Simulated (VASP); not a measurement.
PbSe: single point with PBE+D3(BJ)

Crystal: PbSe.

```
Pb Se
1.0
     0.00000    2.90291    3.09509
     2.90291    0.00000    3.09509
     2.90291    2.90291    0.00000
Pb Se
1 1
Direct
  0.00000 0.00000 0.00000
  0.50000 0.50000 0.50000
```

```yaml
Program: VASP 6.6.1
Task: single point
Functional: PBE
Dispersion: D3(BJ)
Potentials_or_basis: VASP PAW PBE potentials, release 64 (Pb_d, Se)
Cutoff: 520 eV
k_mesh: 10 × 10 × 10
Occupations: gaussian, width 0.03 eV
Spin: no spin polarisation
Dipole_correction: no
Further_INCAR_settings: ALGO = Normal; EDIFF = 1e-07; NBANDS = 17
```

The pressure is 7.2 GPa. The band gap on the k mesh is 0.20 eV. The dispersion energy per atom is -0.406 eV.

Stress tensor (GPa, compression positive):
```
10.87  0.00  0.00
 0.00 10.87  0.00
 0.00  0.00 -0.24
```

Levels at points of the mesh, in eV from the valence-band top:
```csv
k point,band 6,band 7,band 8,band 9,band 10,band 11,band 12,band 13,band 14,band 15
"(0.00, 0.00, 0.00)",-14.47,-6.10,-2.53,-2.53,-1.98,3.94,5.48,5.48,6.05,6.45
"(0.50, 0.00, 0.00)",-13.17,-9.43,-1.97,-1.74,0.00,0.20,1.34,1.67,8.63,9.89
"(0.50, 0.50, 0.00)",-12.89,-7.28,-5.75,-3.77,-3.77,3.45,5.94,6.24,6.24,11.66
"(0.50, 0.00, 0.50)",-12.48,-7.67,-5.88,-4.28,-3.57,3.20,5.09,6.70,6.72,10.87
```

Wall time 28 s on 1 thread of Intel(R) Xeon(R) 6975P-C (Granite Rapids), with other jobs on the host, peak memory 0.24 GiB.

Caveat: the stress differs along the axes, from -0 to 11 GPa; spin-orbit coupling is left out, which moves the levels of the heavy elements. A k mesh can miss the band edges.
